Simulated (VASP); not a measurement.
# ScAl3 (Pm-3m) in VASP: a series of runs

The runs below take ScAl3 through single point, with PBE.

Everything below comes from runs of VASP 6.6.1. Logs are shortened: lines on timing, memory, paths and dates and some standing lists are left out, and cuts for length are marked.

## 1. The cell of the first run

It takes space group Pm-3m (No. 221, cubic). Conventional cell: a = 4.022 Å, b = 4.022 Å, c = 4.022 Å, α = 90.00°, β = 90.00°, γ = 90.00°. Sc (site symmetry m-3m) has 12 Al at 2.84 Å within 3.7 Å. Within 3.7 Å of Al (site symmetry 4/mmm) lie 4 Sc at 2.84 Å and 8 Al at 2.84 Å.

## 2. Single point, PBE (volume scaled by 0.94)

INCAR reads:

```
PREC = Accurate
ENCUT = 520
EDIFF = 1E-6
ISMEAR = 0
SIGMA = 0.1
LREAL = F
LASPH = T
NELM = 60
ALGO = Normal
ISIF = 2
LWAVE = F
LCHARG = T
GGA = PE
LELF = T
LVHAR = T
NBANDS = 18
```

KPOINTS reads:

```
regular mesh
0
Gamma
  10 10 10
```

POSCAR reads:

```
ScAl3
1.0
    4.0215248236      0.0000000000      0.0000000000
    0.0000000000      4.0215248236      0.0000000000
    0.0000000000      0.0000000000      4.0215248236
Sc Al
1 3
Direct
    0.0000000000      0.0000000000      0.0000000000
    0.5000000000      0.0000000000      0.5000000000
    0.0000000000      0.5000000000      0.5000000000
    0.5000000000      0.5000000000      0.0000000000
```

Potentials or basis: VASP PAW PBE potentials, release 64 (Sc_sv, Al).

Started as:

```bash
$ cat potpaw_PBE.64/Sc_sv/POTCAR potpaw_PBE.64/Al/POTCAR > POTCAR
$ mpirun -np 1 vasp_std > vasp.out
```

OUTCAR:

```text
PREC = Accurate
   ENCUT = 520
   EDIFF = 1E-6
   ISMEAR = 0
   LREAL = F
   LASPH = T
   NELM = 60
   ISIF = 2
   GGA = PE

 ion  position               nearest neighbor table
   1  0.000  0.000  0.000-   2 2.84   3 2.84   4 2.84   2 2.84   3 2.84   3 2.84   4 2.84   3 2.84
                             2 2.84   4 2.84   2 2.84   4 2.84
   2  0.500  0.000  0.500-   1 2.84   3 2.84   4 2.84   1 2.84   4 2.84   3 2.84   4 2.84   4 2.84
                             1 2.84   3 2.84   1 2.84   3 2.84
   3  0.000  0.500  0.500-   1 2.84   2 2.84   4 2.84   1 2.84   4 2.84   1 2.84   2 2.84   1 2.84
                             2 2.84   4 2.84   4 2.84   2 2.84
   4  0.500  0.500  0.000-   1 2.84   2 2.84   3 2.84   2 2.84   3 2.84   1 2.84   2 2.84   2 2.84
                             1 2.84   3 2.84   3 2.84   1 2.84

  LATTYP: Found a simple cubic cell.
 ALAT       =     4.0215248236

  Lattice vectors:

 A1 = (   4.0215248236,   0.0000000000,   0.0000000000)
 A2 = (   0.0000000000,   4.0215248236,   0.0000000000)
 A3 = (   0.0000000000,   0.0000000000,   4.0215248236)

Analysis of symmetry for initial positions (statically):
=====================================================================
 Subroutine PRICEL returns:
 Original cell was already a primitive cell.

 Routine SETGRP: Setting up the symmetry group for a
 simple cubic supercell.

 Subroutine GETGRP returns: Found 48 space group operations
 (whereof 48 operations were pure point group operations)
 out of a pool of 48 trial point group operations.

The static configuration has the point symmetry O_h .

Analysis of symmetry for dynamics (positions and initial velocities):
=====================================================================
 Subroutine PRICEL returns:
 Original cell was already a primitive cell.

 Routine SETGRP: Setting up the symmetry group for a
 simple cubic supercell.

 Subroutine GETGRP returns: Found 48 space group operations
 (whereof 48 operations were pure point group operations)
 out of a pool of 48 trial point group operations.

The dynamic configuration has the point symmetry O_h .

 Subroutine INISYM returns: Found 48 space group operations
 (whereof 48 operations are pure point group operations),
 and found     1 'primitive' translations

----------------------------------------------------------------------------------------

                                     Primitive cell

  volume of cell :      65.0388

  direct lattice vectors                    reciprocal lattice vectors
     4.021524824  0.000000000  0.000000000     0.248661899  0.000000000  0.000000000
     0.000000000  4.021524824  0.000000000     0.000000000  0.248661899  0.000000000
     0.000000000  0.000000000  4.021524824     0.000000000  0.000000000  0.248661899

  length of vectors
     4.021524824  4.021524824  4.021524824     0.248661899  0.248661899  0.248661899

  position of ions in fractional coordinates (direct lattice)
     0.000000000  0.000000000  0.000000000
     0.500000000  0.000000000  0.500000000
     0.000000000  0.500000000  0.500000000
     0.500000000  0.500000000  0.000000000

  ion indices of the primitive-cell ions
   primitive index   ion index
                 1           1
                 2           2
                 3           3
                 4           4

----------------------------------------------------------------------------------------

 KPOINTS: regular mesh

Automatic generation of k-mesh.
 Grid dimensions read from file:
 generate k-points for:   10   10   10

 Generating k-lattice:

  Cartesian coordinates                     Fractional coordinates (reciprocal lattice)
     0.024866190  0.000000000  0.000000000     0.100000000  0.000000000  0.000000000
     0.000000000  0.024866190  0.000000000     0.000000000  0.100000000  0.000000000
     0.000000000  0.000000000  0.024866190     0.000000000  0.000000000  0.100000000

  Length of vectors
     0.024866190  0.024866190  0.024866190

  Shift w.r.t. Gamma in fractional coordinates (k-lattice)
     0.000000000  0.000000000  0.000000000

 Subroutine IBZKPT returns following result:
 ===========================================

 Found     56 irreducible k-points:

 Following reciprocal coordinates:
            Coordinates               Weight
  0.000000  0.000000  0.000000      1.000000
  0.100000  0.000000  0.000000      6.000000
  0.200000  0.000000  0.000000      6.000000
  0.300000  0.000000  0.000000      6.000000
  0.400000  0.000000  0.000000      6.000000
  0.500000  0.000000  0.000000      3.000000
[... 16 lines left out ...]
  0.200000  0.100000  0.100000     24.000000
  0.300000  0.100000  0.100000     24.000000
 [... further k-points ...]
   k-points           NKPTS =     56   k-points in BZ     NKDIM =     56   number of bands    NBANDS=     18
   number of dos      NEDOS =    301   number of ions     NIONS =      4
   total plane-waves  NPLWV =  27000
   dimension x,y,z NGX =    30 NGY =   30 NGZ =   30
   dimension x,y,z NGXF=    60 NGYF=   60 NGZF=   60
   ions per type =               1   3
   NGX,Y,Z   is equivalent  to a cutoff of  12.40, 12.40, 12.40 a.u.
   NGXF,Y,Z  is equivalent  to a cutoff of  24.80, 24.80, 24.80 a.u.
 SYSTEM =  unknown system
   PREC   = accura    normal or accurate (medium, high low for compatibility)
   ISTART =      0    job   : 0-new  1-cont  2-samecut
   ICHARG =      2    charge: 1-file 2-atom 10-const
   ISPIN  =      1    spin polarized calculation?
   LNONCOLLINEAR =      F non collinear calculations
   LSORBIT =      F    spin-orbit coupling
   LASPH  =      T    aspherical Exc in radial PAW
   ENCUT  =  520.0 eV  38.22 Ry    6.18 a.u.   7.48  7.48  7.48*2*pi/ulx,y,z
   NELM   =     60;   NELMIN=  2; NELMDL= -5     # of ELM steps
   EDIFF  = 0.1E-05   stopping-criterion for ELM
   LREAL  =      F    real-space projection
   EDIFFG = 0.1E-04   stopping-criterion for IOM
   NSW    =      0    number of steps for IOM
   IBRION =     -1    ionic relax: 0-MD 1-quasi-New 2-CG
   NFREE  =      0    steps in history (QN), initial steepest desc. (CG)
   ISIF   =      2    stress and relaxation
   ISYM   =      2    0-nonsym 1-usesym 2-fastsym
   POTIM  = 0.5000    time-step for ionic-motion
   TEBEG  =    0.0;   TEEND  =   0.0 temperature during run
   PSTRESS=    0.0 pullay stress
   NELECT =      20.0000    total number of electrons
   NUPDOWN=      -1.0000    fix difference up-down
   EMIN   =  10.00;   EMAX   =-10.00  energy-range for DOS
   EFERMI =   0.00;   METHOD = LEGACY
   ISMEAR =     0;   SIGMA  =   0.10  broadening in eV -4-tet -1-fermi 0-gaus
   EFERMI_NEDOS =   21; number of points for ismear=-14 and -15
   IALGO  =     38    algorithm
   IMIX   =      4    mixing-type and parameters
     AMIX     =   0.40;   BMIX     =  1.00
     AMIX_MAG =   1.60;   BMIX_MAG =  1.00
  volume/ion in A,a.u.               =      16.26       109.73
  Fermi-wavevector in a.u.,A,eV,Ry     =   1.104996  2.088140 16.612936  1.221016
  Thomas-Fermi vector in A             =   2.241477
   LORBIT       =      0    0 simple, 1 ext, 2 COOP (PROOUT), +10 PAW based schemes
   GGA     = PE    functional components
   LHFCALC =     F    Hartree Fock is set to
   AEXX    =    0.0000 exact exchange contribution
   IVDW    =     0    specifies the selected vdW correction
   LEPSILON=     F    determine dielectric tensor
   LRPA    =     F    only Hartree local field effects (RPA)
 non-spin polarized calculation
 Gauss-broadening in eV      SIGMA  =   0.10
  energy-cutoff  :      520.00
  volume of cell :       65.04
 maximum number of plane-waves:      1775
 NGX is ok and might be reduce to    30
   NGX = 15   NGY = 15   NGZ = 15

 number of electron      20.0000005 magnetization

 Free energy of the ion-electron system (eV)
  ---------------------------------------------------
  ext. energy  EPLUGINS =         0.00000000
  ---------------------------------------------------
  free energy    TOTEN  =       -19.22433827 eV

  energy without entropy =      -19.21947789  energy(sigma->0) =      -19.22190808

 E-fermi :   7.7427     XC(G=0): -10.6081

 val. band max:        7.7370613315   @ k =   0.3000   0.0000   0.0000
 cond. band min:       7.7723590660   @ k =   0.5000   0.3000   0.2000
 fundamental gap:      0.0352977345
 Fermi energy:         7.7427208538

 k-point     1 :       0.0000    0.0000    0.0000
  band No.  band energies     occupation
      1     -41.0770      2.00000
      2     -19.7998      2.00000
      3     -19.7998      2.00000
      4     -19.7998      2.00000
      5      -2.5668      2.00000
      6       5.0423      2.00000
[... 10 lines left out ...]
     17      13.2638      0.00000
     18      13.2638      0.00000

 k-point     2 :       0.1000    0.0000    0.0000
  band No.  band energies     occupation
      1     -41.0769      2.00000
      2     -19.8038      2.00000
      3     -19.7995      2.00000
      4     -19.7995      2.00000
      5      -2.4709      2.00000
      6       4.2615      2.00000
[... 10 lines left out ...]
     17      13.3437      0.00000
     18      13.3438      0.00000

 k-point     3 :       0.2000    0.0000    0.0000
  band No.  band energies     occupation
      1     -41.0764      2.00000
      2     -19.8140      2.00000
      3     -19.7988      2.00000
      4     -19.7988      2.00000
      5      -2.1861      2.00000
      6       3.0825      2.00000
[... 10 lines left out ...]
     17      13.2055      0.00000
     18      13.4348      0.00000

 k-point     4 :       0.3000    0.0000    0.0000
  band No.  band energies     occupation
      1     -41.0759      2.00000
      2     -19.8267      2.00000
      3     -19.7978      2.00000
      4     -19.7978      2.00000
      5      -1.7234      2.00000
      6       1.9148      2.00000
[... 375 lines left out ...]
      4     -19.8029      2.00000
      5      -2.2808      2.00000
      6       4.2505      2.00000
[... 10 lines left out ...]
     17      13.4980      0.00000
     18      13.5517      0.00000

 k-point    23 :       0.2000    0.1000    0.1000
  band No.  band energies     occupation
      1     -41.0761      2.00000
      2     -19.8133      2.00000
      3     -19.8025      2.00000
      4     -19.8020      2.00000
      5      -1.9998      2.00000
      6       3.2188      2.00000
[... 10 lines left out ...]
     17      12.9865      0.00000
     18      13.3748      0.00000

 k-point    24 :       0.3000    0.1000    0.1000
  band No.  band energies     occupation
      1     -41.0756      2.00000
      2     -19.8257      2.00000
      3     -19.8014      2.00000
      4     -19.8010      2.00000
      5      -1.5437      2.00000
      6       2.0728      2.00000
[... 10 lines left out ...]
     17      12.7771      0.00000
     18      13.6098      0.00000

 [... further k-points ...]

------------------------ aborting loop because EDIFF is reached ----------------------------------------

  FORCE on cell =-STRESS in cart. coord.  units (eV):
  Direction    XX          YY          ZZ          XY          YZ          ZX
  --------------------------------------------------------------------------------------
  -------------------------------------------------------------------------------------
  Total        2.4784436      2.4784436      2.4784436      0.0000000     -0.0000000      0.0000000
  in kB       61.0544556     61.0544556     61.0544556      0.0000000     -0.0000000      0.0000000
  external PRESSURE =      61.0544556 kB  Pullay stress =       0.0000000 kB

 VOLUME and BASIS-vectors are now :
 -----------------------------------------------------------------------------
  energy-cutoff  :      520.00
  volume of cell :       65.04
      direct lattice vectors                 reciprocal lattice vectors
     4.021524824  0.000000000  0.000000000     0.248661899  0.000000000  0.000000000
     0.000000000  4.021524824  0.000000000     0.000000000  0.248661899  0.000000000
     0.000000000  0.000000000  4.021524824     0.000000000  0.000000000  0.248661899

 POSITION                                       TOTAL-FORCE (eV/Angst)
 -----------------------------------------------------------------------------------
      0.00000      0.00000      0.00000         0.000000      0.000000      0.000000
      2.01076      0.00000      2.01076         0.000000      0.000000      0.000000
      0.00000      2.01076      2.01076         0.000000      0.000000      0.000000
      2.01076      2.01076      0.00000         0.000000      0.000000      0.000000
 -----------------------------------------------------------------------------------
    total drift:                               -0.000000     -0.000000      0.000000

  FREE ENERGIE OF THE ION-ELECTRON SYSTEM (eV)
  ---------------------------------------------------
  free  energy   TOTEN  =       -19.2243382696 eV

  energy  without entropy=      -19.2194778852  energy(sigma->0) =      -19.22190808
```

Wall time 77 s (1 thread of AMD EPYC 7R43 (Zen 3), shared host); peak memory 0.17 GiB.

What came out:

```
Free energy            : -19.2243 eV
Pressure               : 6.1 GPa
Band gap on the k mesh : zero (band 10 reaches 8.80 eV, above the bottom of band 11 at 4.72 eV)
```

Levels at points of the mesh, in eV from the Fermi level:
```csv
k point,band 6,band 7,band 8,band 9,band 10,band 11,band 12,band 13,band 14,band 15
"(0.00, 0.00, 0.00)",-2.70,-2.70,-1.86,-1.86,-1.86,1.23,1.31,1.31,1.31,5.17
"(0.50, 0.00, 0.00)",-7.52,-1.81,-1.81,-1.60,1.06,1.06,1.13,1.34,1.68,2.29
"(0.50, 0.50, 0.00)",-5.73,-5.73,-4.50,-0.59,-0.59,1.19,1.41,2.18,2.63,3.60
"(0.50, 0.50, 0.50)",-4.90,-4.90,-4.68,-3.02,-3.02,-3.02,1.07,2.73,2.73,4.27
```

Caveat: the cell differs from its parent crystal (volume scaled by 0.94).

## 3. Single point, PBE (volume scaled by 0.97)

INCAR reads:

```
SYSTEM = ScAl3
PREC = Accurate ; ENCUT = 520
EDIFF = 1E-7 ; ISMEAR = 0
SIGMA = 0.1 ; LREAL = .FALSE.
LASPH = .TRUE. ; NELM = 60
ALGO = Normal ; ISIF = 2
LWAVE = .FALSE. ; LCHARG = .TRUE.
GGA = PE ; LELF = .TRUE.
LVHAR = .TRUE. ; NBANDS = 18
```

KPOINTS reads:

```
Automatic mesh
0
G
  10 10 10
  0 0 0
```

POSCAR reads:

```
ScAl3
1.0
    4.0638597749      0.0000000000      0.0000000000
    0.0000000000      4.0638597749      0.0000000000
    0.0000000000      0.0000000000      4.0638597749
Sc Al
1 3
Direct
    0.0000000000      0.0000000000      0.0000000000
    0.5000000000      0.0000000000      0.5000000000
    0.0000000000      0.5000000000      0.5000000000
    0.5000000000      0.5000000000      0.0000000000
```

Potentials or basis: VASP PAW PBE potentials, release 64 (Sc_sv, Al).

Started as:

```bash
$ cat potpaw_PBE.64/Sc_sv/POTCAR potpaw_PBE.64/Al/POTCAR > POTCAR
$ mpirun -np 1 vasp_std > vasp.out
```

It took 84 s on 1 thread of AMD EPYC 7R43 (Zen 3), shared host; peak memory 0.17 GiB.

The run converged. Its results:

| Property | Result |
| --- | --- |
| Free energy | -19.2822 eV |
| Pressure | 2.8 GPa |
| Band gap on the k mesh | zero (band 10 reaches 8.40 eV, above the bottom of band 11 at 4.46 eV) |

Levels at points of the mesh, in eV from the Fermi level:
| k point | band 8 | band 9 | band 10 | band 11 | band 12 | band 13 |
| --- | --- | --- | --- | --- | --- | --- |
| (0.00, 0.00, 0.00) | -1.84 | -1.84 | -1.84 | 1.24 | 1.30 | 1.30 |
| (0.50, 0.00, 0.00) | -1.76 | -1.53 | 0.95 | 1.01 | 1.01 | 1.34 |
| (0.50, 0.50, 0.00) | -4.42 | -0.56 | -0.56 | 1.19 | 1.38 | 2.11 |
| (0.50, 0.50, 0.50) | -4.56 | -2.99 | -2.99 | -2.99 | 0.99 | 2.65 |

Caveat: the cell differs from its parent crystal (volume scaled by 0.97).

## 4. Single point, PBE

This run uses another cell than the first one, of 17.30 Å³/atom, 1.064 times its volume.

INCAR reads:

```
PREC = Accurate
ENCUT = 520
EDIFF = 1E-6
ISMEAR = 0
SIGMA = 0.1
LREAL = False
LASPH = True
NELM = 100
ALGO = Normal
ISIF = 2
LWAVE = False
LCHARG = False
GGA = PE
NBANDS = 18
```

KPOINTS reads:

```
regular mesh
0
Gamma
  10 10 10
```

POSCAR reads:

```
ScAl3
1.0
    4.1053305961      0.0000000000      0.0000000000
    0.0000000000      4.1053305961      0.0000000000
    0.0000000000      0.0000000000      4.1053305961
Sc Al
1 3
Direct
    0.0000000000      0.0000000000      0.0000000000
    0.5000000000      0.0000000000      0.5000000000
    0.0000000000      0.5000000000      0.5000000000
    0.5000000000      0.5000000000      0.0000000000
```

Started as:

```bash
$ cat potpaw_PBE.64/Sc_sv/POTCAR potpaw_PBE.64/Al/POTCAR > POTCAR
$ mpirun -np 1 vasp_std > vasp.out
```

It took 77 s on 1 thread of AMD EPYC 7R43 (Zen 3), shared host; peak memory 0.17 GiB.

The run converged. Its results:

```
Free energy            : -19.3006 eV
Pressure               : 0.0 GPa
Band gap on the k mesh : zero (band 10 reaches 7.95 eV, above the bottom of band 11 at 4.21 eV)
```

Levels at points of the mesh, in eV from the Fermi level:
| k point | band 8 | band 9 | band 10 | band 11 | band 12 | band 13 |
| --- | --- | --- | --- | --- | --- | --- |
| (0.00, 0.00, 0.00) | -1.83 | -1.83 | -1.83 | 1.25 | 1.29 | 1.29 |
| (0.50, 0.00, 0.00) | -1.71 | -1.46 | 0.78 | 0.97 | 0.97 | 1.34 |
| (0.50, 0.50, 0.00) | -4.34 | -0.54 | -0.54 | 1.18 | 1.35 | 2.05 |
| (0.50, 0.50, 0.50) | -4.45 | -2.96 | -2.96 | -2.96 | 0.92 | 2.57 |

## 5. Single point, PBE

This run uses another cell than the first one, of 17.30 Å³/atom, 1.064 times its volume.

INCAR is that of step 4.

KPOINTS is that of step 4.

POSCAR reads:

```
ScAl3
1.0
    4.1053305959      0.0000000000      0.0000000000
    0.0000000000      4.1053305959      0.0000000000
    0.0000000000      0.0000000000      4.1053305959
Sc Al
1 3
Direct
    0.0000000000      0.0000000000      0.0000000000
    0.5000000000      0.0000000000      0.5000000000
    0.0000000000      0.5000000000      0.5000000000
    0.5000000000      0.5000000000      0.0000000000
```

Started as:

```bash
$ cat potpaw_PBE.64/Sc_sv/POTCAR potpaw_PBE.64/Al/POTCAR > POTCAR
$ mpirun -np 1 vasp_std > vasp.out
```

Run time: 82 s. Hardware: 1 thread of AMD EPYC 7R43 (Zen 3), shared host; peak memory 0.18 GiB.

The run converged. Its results:

```yaml
Free_energy: -19.3006 eV
Pressure: 0.0 GPa
Band_gap_on_the_k_mesh: zero (band 10 reaches 7.95 eV, above the bottom of band 11 at 4.21 eV)
```

Levels at points of the mesh, in eV from the Fermi level:
```
           k point  band 6  band 7  band 8  band 9  band 10  band 11  band 12  band 13  band 14  band 15
(0.00, 0.00, 0.00)   -2.62   -2.62   -1.83   -1.83    -1.83     1.25     1.29     1.29     1.29     4.66
(0.50, 0.00, 0.00)   -7.30   -1.71   -1.71   -1.46     0.78     0.97     0.97     1.34     1.61     2.13
(0.50, 0.50, 0.00)   -5.63   -5.63   -4.34   -0.54    -0.54     1.18     1.35     2.05     2.46     3.38
(0.50, 0.50, 0.50)   -4.79   -4.79   -4.45   -2.96    -2.96    -2.96     0.92     2.57     2.57     3.96
```

## 6. The runs side by side

| cell | gap on the mesh (eV) | pressure (GPa) |
| --- | --- | --- |
| a = 4.022 Å, 4 atoms | none | 6.1 |
| a = 4.064 Å, 4 atoms | none | 2.8 |
| a = 4.105 Å, 4 atoms | none | 0.0 |

Alike in all rows: task single point; level PBE; potentials or basis VASP PAW PBE potentials, release 64 (Sc_sv, Al); no spin polarisation; k mesh 10 × 10 × 10; cutoff (eV) 520; smearing gaussian 0.1 eV.

Total energies depend on the potentials used, so only differences within one code and one set of settings carry meaning.
